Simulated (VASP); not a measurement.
# TaF3 (P6/mmm) in VASP: notebook

The runs below take TaF3 through single point, relaxation of cell and atoms, with PBE.

Everything below comes from runs of VASP 6.6.1. Logs are shortened: lines on timing, memory, paths and dates and some standing lists are left out, and cuts for length are marked.

**1. The cell of the first run**

It takes space group P6/mmm (No. 191, hexagonal). Conventional cell: a = 4.332 Å, b = 4.332 Å, c = 2.911 Å, α = 90.00°, β = 90.00°, γ = 120.00°. Ta (site symmetry 6/mmm) has 6 F at 2.17 Å within 2.9 Å. Within 2.9 Å of F (site symmetry mmm) lie 4 F at 2.17 Å and 2 Ta at 2.17 Å.

**2. Single point, PBE**

File INCAR:

```
SYSTEM = TaF3
PREC = Accurate ; ENCUT = 520
EDIFF = 1E-6 ; ISMEAR = 0
SIGMA = 0.1 ; LREAL = .FALSE.
LASPH = .TRUE. ; NELM = 100
ALGO = Normal ; ISIF = 2
LWAVE = .FALSE. ; LCHARG = .FALSE.
GGA = PE ; NBANDS = 24
```

File KPOINTS:

```
Automatic mesh
0
G
  12 12 16
  0 0 0
```

File POSCAR:

```
TaF3
1.0
    4.3319505027      0.0000000000      0.0000000000
   -2.1659752513      3.7515791833      0.0000000000
    0.0000000000      0.0000000000      2.9109815912
Ta F
1 3
Direct
    0.0000000000      0.0000000000      0.5000000000
    0.5000000000      0.0000000000      0.5000000000
    0.0000000000      0.5000000000      0.5000000000
    0.5000000000      0.5000000000      0.5000000000
```

Potentials or basis: VASP PAW PBE potentials, release 64 (Ta_pv, F).

On the command line:

```sh
$ cat potpaw_PBE.64/Ta_pv/POTCAR potpaw_PBE.64/F/POTCAR > POTCAR
$ mpirun -np 1 vasp_std > vasp.out
```

OUTCAR:

```text
SYSTEM = TaF3
   PREC = Accurate
   ENCUT = 520
   EDIFF = 1E-6
   ISMEAR = 0
   LREAL = .FALSE.
   LASPH = .TRUE.
   NELM = 100
   ISIF = 2
   GGA = PE

 ion  position               nearest neighbor table
   1  0.000  0.000  0.500-   3 2.17   3 2.17   2 2.17   2 2.17   4 2.17   4 2.17
   2  0.500  0.000  0.500-   1 2.17   1 2.17
   3  0.000  0.500  0.500-   1 2.17   1 2.17
   4  0.500  0.500  0.500-   1 2.17   1 2.17

  LATTYP: Found a hexagonal cell.
 ALAT       =     4.3319505027
 C/A-ratio  =     0.6719794211

  Lattice vectors:

 A1 = (   4.3319505027,   0.0000000000,   0.0000000000)
 A2 = (  -2.1659752513,   3.7515791833,   0.0000000000)
 A3 = (   0.0000000000,   0.0000000000,   2.9109815912)

Analysis of symmetry for initial positions (statically):
=====================================================================
 Subroutine PRICEL returns:
 Original cell was already a primitive cell.

 Routine SETGRP: Setting up the symmetry group for a
 hexagonal supercell.

 Subroutine GETGRP returns: Found 24 space group operations
 (whereof 24 operations were pure point group operations)
 out of a pool of 24 trial point group operations.

The static configuration has the point symmetry D_6h.

Analysis of symmetry for dynamics (positions and initial velocities):
=====================================================================
 Subroutine PRICEL returns:
 Original cell was already a primitive cell.

 Routine SETGRP: Setting up the symmetry group for a
 hexagonal supercell.

 Subroutine GETGRP returns: Found 24 space group operations
 (whereof 24 operations were pure point group operations)
 out of a pool of 24 trial point group operations.

The dynamic configuration has the point symmetry D_6h.

 Subroutine INISYM returns: Found 24 space group operations
 (whereof 24 operations are pure point group operations),
 and found     1 'primitive' translations

----------------------------------------------------------------------------------------

                                     Primitive cell

  volume of cell :      47.3083

  direct lattice vectors                    reciprocal lattice vectors
     4.331950503  0.000000000  0.000000000     0.230842896  0.133277208  0.000000000
[... 81 lines left out ...]
   PREC   = accura    normal or accurate (medium, high low for compatibility)
   ISTART =      0    job   : 0-new  1-cont  2-samecut
   ICHARG =      2    charge: 1-file 2-atom 10-const
   ISPIN  =      1    spin polarized calculation?
   LNONCOLLINEAR =      F non collinear calculations
   LSORBIT =      F    spin-orbit coupling
   LASPH  =      T    aspherical Exc in radial PAW
   ENCUT  =  520.0 eV  38.22 Ry    6.18 a.u.   8.05  8.05  5.41*2*pi/ulx,y,z
   NELM   =    100;   NELMIN=  2; NELMDL= -5     # of ELM steps
   EDIFF  = 0.1E-05   stopping-criterion for ELM
   LREAL  =      F    real-space projection
   EDIFFG = 0.1E-04   stopping-criterion for IOM
   NSW    =      0    number of steps for IOM
   IBRION =     -1    ionic relax: 0-MD 1-quasi-New 2-CG
   NFREE  =      0    steps in history (QN), initial steepest desc. (CG)
   ISIF   =      2    stress and relaxation
   ISYM   =      2    0-nonsym 1-usesym 2-fastsym
   POTIM  = 0.5000    time-step for ionic-motion
   TEBEG  =    0.0;   TEEND  =   0.0 temperature during run
   PSTRESS=    0.0 pullay stress
   NELECT =      32.0000    total number of electrons
   NUPDOWN=      -1.0000    fix difference up-down
   EMIN   =  10.00;   EMAX   =-10.00  energy-range for DOS
[... 5 lines left out ...]
     AMIX     =   0.40;   BMIX     =  1.00
     AMIX_MAG =   1.60;   BMIX_MAG =  1.00
  volume/ion in A,a.u.               =      11.83        79.81
  Fermi-wavevector in a.u.,A,eV,Ry     =   1.437074  2.715676 28.098503  2.065182
  Thomas-Fermi vector in A             =   2.556192
   LORBIT       =      0    0 simple, 1 ext, 2 COOP (PROOUT), +10 PAW based schemes
   GGA     = PE    functional components
   LHFCALC =     F    Hartree Fock is set to
   AEXX    =    0.0000 exact exchange contribution
   IVDW    =     0    specifies the selected vdW correction
   LEPSILON=     F    determine dielectric tensor
   LRPA    =     F    only Hartree local field effects (RPA)
 non-spin polarized calculation
 Gauss-broadening in eV      SIGMA  =   0.10
  energy-cutoff  :      520.00
  volume of cell :       47.31
 maximum number of plane-waves:      1289
   NGX = 17   NGY = 17   NGZ = 11

 number of electron      32.0000028 magnetization

 Free energy of the ion-electron system (eV)
  ---------------------------------------------------
  ext. energy  EPLUGINS =         0.00000000
  ---------------------------------------------------
  free energy    TOTEN  =       -25.06171543 eV

  energy without entropy =      -25.05616775  energy(sigma->0) =      -25.05894159

 E-fermi :   3.2247     XC(G=0): -10.9066

 val. band max:        3.2208725905   @ k =   0.3333   0.2500   0.5000
 cond. band min:       3.2283957273   @ k =   0.1667   0.1667   0.3125
 fundamental gap:      0.0075231368
 Fermi energy:         3.2246663801

 k-point     1 :       0.0000    0.0000    0.0000
  band No.  band energies     occupation
      1     -33.3087      2.00000
      2     -33.3087      2.00000
      3     -32.5732      2.00000
      4     -21.8093      2.00000
      5     -19.8338      2.00000
      6     -19.8338      2.00000
[... 637 lines left out ...]
     23      12.9566      0.00000
     24      14.8047      0.00000

 [... further k-points ...]

------------------------ aborting loop because EDIFF is reached ----------------------------------------

  FORCE on cell =-STRESS in cart. coord.  units (eV):
  Direction    XX          YY          ZZ          XY          YZ          ZX
  --------------------------------------------------------------------------------------
  -------------------------------------------------------------------------------------
  Total        0.0143126      0.0143126     -0.1376992      0.0000000     -0.0000000     -0.0000000
  in kB        0.4847208      0.4847208     -4.6634242      0.0000000     -0.0000000     -0.0000000
  external PRESSURE =      -1.2313275 kB  Pullay stress =       0.0000000 kB

 VOLUME and BASIS-vectors are now :
 -----------------------------------------------------------------------------
  energy-cutoff  :      520.00
  volume of cell :       47.31
      direct lattice vectors                 reciprocal lattice vectors
     4.331950503  0.000000000  0.000000000     0.230842896  0.133277208  0.000000000
    -2.165975251  3.751579183  0.000000000     0.000000000  0.266554416  0.000000000
     0.000000000  0.000000000  2.910981591     0.000000000  0.000000000  0.343526734

 POSITION                                       TOTAL-FORCE (eV/Angst)
 -----------------------------------------------------------------------------------
      0.00000      0.00000      1.45549        -0.000000      0.000000      0.000000
      2.16598      0.00000      1.45549        -0.000000      0.000000      0.000000
     -1.08299      1.87579      1.45549         0.000000      0.000000      0.000000
      1.08299      1.87579      1.45549         0.000000      0.000000      0.000000
 -----------------------------------------------------------------------------------
    total drift:                                0.000000      0.000000     -0.000000

  FREE ENERGIE OF THE ION-ELECTRON SYSTEM (eV)
  ---------------------------------------------------
  free  energy   TOTEN  =       -25.0617154321 eV

  energy  without entropy=      -25.0561677539  energy(sigma->0) =      -25.05894159
```

It took 46 s on 1 thread of Intel Xeon 6975P-C (Granite Rapids), shared host; peak memory 0.28 GiB.

What came out:

```yaml
Free_energy: -25.0617 eV
Pressure: -0.1 GPa
Band_gap_on_the_k_mesh: zero (band 16 reaches 3.71 eV, above the bottom of band 17 at 1.90 eV)
```

Stress tensor (GPa, compression positive):
```
 0.05  0.00  0.00
 0.00  0.05  0.00
 0.00  0.00 -0.47
```

Caveat: spin-orbit coupling is left out, which moves the levels of the heavy elements.

**3. Relaxation of cell and atoms, PBE**

This run uses another cell than the first one, of 11.64 Å³/atom, 0.984 times its volume.

File INCAR:

```
SYSTEM = TaF3
PREC = Accurate ; ENCUT = 600
EDIFF = 1E-6 ; ISMEAR = 0
SIGMA = 0.1 ; LREAL = .False.
LASPH = .True. ; NELM = 60
ALGO = Normal ; ISIF = 3
LWAVE = .False. ; LCHARG = .False.
GGA = PE ; IBRION = 2
NSW = 100 ; EDIFFG = -0.01
```

File KPOINTS:

```
regular mesh
0
Gamma
  12 12 16
  0 0 0
```

File POSCAR:

```
TaF3
1.0
    4.3343273729      0.0000000000      0.0000000000
   -2.1671636864      3.7536376132      0.0000000000
    0.0000000000      0.0000000000      2.8619528771
Ta F
1 3
Direct
    0.0000000000      0.0000000000      0.5000000000
    0.5000000000      0.0000000000      0.5000000000
    0.0000000000      0.5000000000      0.5000000000
    0.5000000000      0.5000000000      0.5000000000
```

Potentials or basis: VASP PAW PBE potentials, release 64 (Ta_pv, F).

On the command line:

```sh
$ cat potpaw_PBE.64/Ta_pv/POTCAR potpaw_PBE.64/F/POTCAR > POTCAR
$ mpirun -np 1 vasp_std > vasp.out
```

OUTCAR:

```text
SYSTEM = TaF3
   PREC = Accurate
   ENCUT = 600
   EDIFF = 1E-6
   ISMEAR = 0
   LREAL = .False.
   LASPH = .True.
   NELM = 60
   ISIF = 3
   GGA = PE
   IBRION = 2
   NSW = 100
   EDIFFG = -0.01

 ion  position               nearest neighbor table
   1  0.000  0.000  0.500-   3 2.17   3 2.17   4 2.17   4 2.17   2 2.17   2 2.17
   2  0.500  0.000  0.500-   1 2.17   1 2.17
   3  0.000  0.500  0.500-   1 2.17   1 2.17
   4  0.500  0.500  0.500-   1 2.17   1 2.17

  LATTYP: Found a hexagonal cell.
 ALAT       =     4.3343273729
 C/A-ratio  =     0.6602991954

  Lattice vectors:

 A1 = (   4.3343273729,   0.0000000000,   0.0000000000)
 A2 = (  -2.1671636864,   3.7536376132,   0.0000000000)
 A3 = (   0.0000000000,   0.0000000000,   2.8619528771)

Analysis of symmetry for initial positions (statically):
=====================================================================
 Subroutine PRICEL returns:
 Original cell was already a primitive cell.

 Routine SETGRP: Setting up the symmetry group for a
 hexagonal supercell.

 Subroutine GETGRP returns: Found 24 space group operations
[... 176 lines left out ...]
  Direction    XX          YY          ZZ          XY          YZ          ZX
  --------------------------------------------------------------------------------------
  -------------------------------------------------------------------------------------
  Total       -0.1010023     -0.1010023      0.8031618     -0.0000000      0.0000000      0.0000000
  in kB       -3.4754034     -3.4754034     27.6361233     -0.0000000      0.0000000      0.0000000
  external PRESSURE =       6.8951055 kB  Pullay stress =       0.0000000 kB
[... 139 lines left out ...]
--------------------------------------- Ionic step        5  -------------------------------------------

 number of electron      31.9999976 magnetization

 Free energy of the ion-electron system (eV)
  ---------------------------------------------------
  ext. energy  EPLUGINS =         0.00000000
  ---------------------------------------------------
  free energy    TOTEN  =       -25.06573315 eV

  energy without entropy =      -25.06025791  energy(sigma->0) =      -25.06299553

 E-fermi :   3.2321     XC(G=0): -10.9218

 val. band max:        3.2240248090   @ k =   0.3333   0.2500   0.5000
 cond. band min:       3.2371894149   @ k =   0.1667   0.1667   0.3125
 fundamental gap:      0.0131646059
 Fermi energy:         3.2320756061

 k-point     1 :       0.0000    0.0000    0.0000
  band No.  band energies     occupation
      1     -33.2881      2.00000
      2     -33.2881      2.00000
      3     -32.5462      2.00000
      4     -21.7957      2.00000
      5     -19.8194      2.00000
      6     -19.8194      2.00000
[... 541 lines left out ...]
     19       5.8404      0.00000
     20       7.3188      0.00000

 [... further k-points ...]

------------------------ aborting loop because EDIFF is reached ----------------------------------------

  FORCE on cell =-STRESS in cart. coord.  units (eV):
  Direction    XX          YY          ZZ          XY          YZ          ZX
  --------------------------------------------------------------------------------------
  -------------------------------------------------------------------------------------
  Total        0.0100205      0.0100205     -0.0169210      0.0000000     -0.0000000      0.0000000
  in kB        0.3402198      0.3402198     -0.5745086      0.0000000     -0.0000000      0.0000000
  external PRESSURE =       0.0353103 kB  Pullay stress =       0.0000000 kB
[... 19 lines left out ...]
  FREE ENERGIE OF THE ION-ELECTRON SYSTEM (eV)
  ---------------------------------------------------
  free  energy   TOTEN  =       -25.0657331453 eV

  energy  without entropy=      -25.0602579061  energy(sigma->0) =      -25.06299553

 reached required accuracy - stopping structural energy minimisation
```

It took 2.5 min on 1 thread of Intel Xeon 6975P-C (Granite Rapids), shared host; peak memory 0.32 GiB.

What came out:

| Property | Result |
| --- | --- |
| Free energy | -25.0657 eV |
| Relaxed volume | 11.80 Å³/atom |
| Relaxed cell | a = 4.332 Å, b = 4.332 Å, c = 2.904 Å, α = 90.00°, β = 90.00°, γ = 120.00° |
| Space group after relaxing (to 0.05 Å) | P6/mmm (No. 191) |
| Energy gained by relaxing | 1.4 meV/atom |
| Ionic steps | 5 |
| Pressure after relaxing | 0.0 GPa |
| Band gap on the k mesh | zero (band 16 reaches 3.72 eV, above the bottom of band 17 at 1.90 eV) |

Stress tensor (GPa, compression positive):
```
 0.03  0.00  0.00
 0.00  0.03  0.00
 0.00  0.00 -0.06
```

Step by step:
| step | energy change (eV) | largest force (eV/Å) | pressure (GPa) | volume (Å³) |
| --- | --- | --- | --- | --- |
| 1 | 0.0000 | 0.0000 | 0.69 | 46.56 |
| 2 | -0.0050 | 0.0000 | 0.58 | 46.90 |
| 3 | -0.0054 | 0.0000 | 0.57 | 47.04 |
| 4 | -0.0051 | 0.0000 | -0.80 | 47.42 |
| 5 | -0.0057 | 0.0000 | 0.00 | 47.19 |

Final structure:
```xyz
4
Lattice="4.3317 0.0000 0.0000 -2.1659 3.7514 0.0000 0.0000 0.0000 2.9040" Properties=species:S:1:pos:R:3 pbc="T T T"
Ta    0.0000    0.0000    1.4520
F     2.1659    0.0000    1.4520
F    -1.0829    1.8757    1.4520
F     1.0829    1.8757    1.4520
```

Levels at points of the mesh, in eV from the Fermi level:
| k point | band 12 | band 13 | band 14 | band 15 | band 16 | band 17 | band 18 | band 19 | band 20 |
| --- | --- | --- | --- | --- | --- | --- | --- | --- | --- |
| (0.00, 0.00, 0.00) | -3.87 | -3.53 | -3.53 | -1.64 | -1.64 | 1.50 | 1.50 | 2.08 | 2.08 |
| (0.50, 0.00, 0.00) | -4.20 | -4.01 | -3.70 | -3.65 | -1.92 | 2.39 | 2.47 | 3.05 | 4.88 |
| (0.00, 0.00, 0.50) | -4.53 | -3.92 | -1.59 | -1.59 | -1.33 | -1.33 | 1.96 | 1.96 | 3.97 |
| (0.50, 0.00, 0.50) | -5.31 | -5.04 | -4.00 | -1.87 | -0.40 | 0.61 | 2.80 | 4.33 | 5.15 |

Caveat: spin-orbit coupling is left out, which moves the levels of the heavy elements.
